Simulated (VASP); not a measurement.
Wanted: the native input for a VASP 6.6.1 run.

```yaml
Task: single point
Functional: LDA
Potentials_or_basis: VASP PAW LDA potentials, release 64 (N)
Cutoff: 520 eV
k_mesh: 12 × 12 × 6
Occupations: gaussian, width 0.05 eV
Spin: collinear spin, ferromagnetic start
Starting_moments: "[3.18, 3.18] μB"
Dipole_correction: no
Further_INCAR_settings: ALGO = Normal; EDIFF = 1e-06; NBANDS = 16
```

The structure of N lies in POSCAR:

```
N
1.0
    3.6290016496      0.0000000000      0.0000000000
   -1.8145008248      3.1428076190      0.0000000000
    0.0000000000      0.0000000000      5.8900000000
N
2
Direct
    0.2856053085      0.5712106171      0.2500000000
    0.6666666667      0.3333333333      0.7500000000
```

This cell differs from its parent crystal: -0.300) A along x and y.

One way to write it, as run:

INCAR

```
ALGO = Normal ; EDIFF = 1E-6
ENCUT = 520 ; GGA = CA
ISIF = 2 ; ISMEAR = 0
ISPIN = 2 ; LASPH = True
LCHARG = False ; LORBIT = 11
LREAL = False ; LWAVE = False
MAGMOM = 3.18 3.18 ; NBANDS = 16
NELM = 150 ; PREC = Accurate
SIGMA = 0.05
```

KPOINTS

```
k-points
0
Gamma
  12 12 6
```

Potentials or basis: VASP PAW LDA potentials, release 64 (N).

Command:

```console
$ cat potpaw_LDA.64/N/POTCAR > POTCAR
$ mpirun -np 1 vasp_std > vasp.out
```

Results of the run:

```
Pressure                                              : -0.4 GPa
Largest force                                         : 0.004 eV/Å
Band gap on the k mesh                                : 2.08 eV
Net moment                                            : 6.00 μB per cell
Site moments                                          : N +1.93 μB
Valence electrons inside the program's atomic spheres : N 3.24
```

Caveat: the cell differs from its parent crystal (-0.300) A along x and y); the atoms stand far beyond bonding distance.

It took 100 s on 1 thread of Intel(R) Xeon(R) 6975P-C (Granite Rapids) (shared host), peak memory 0.33 GiB.
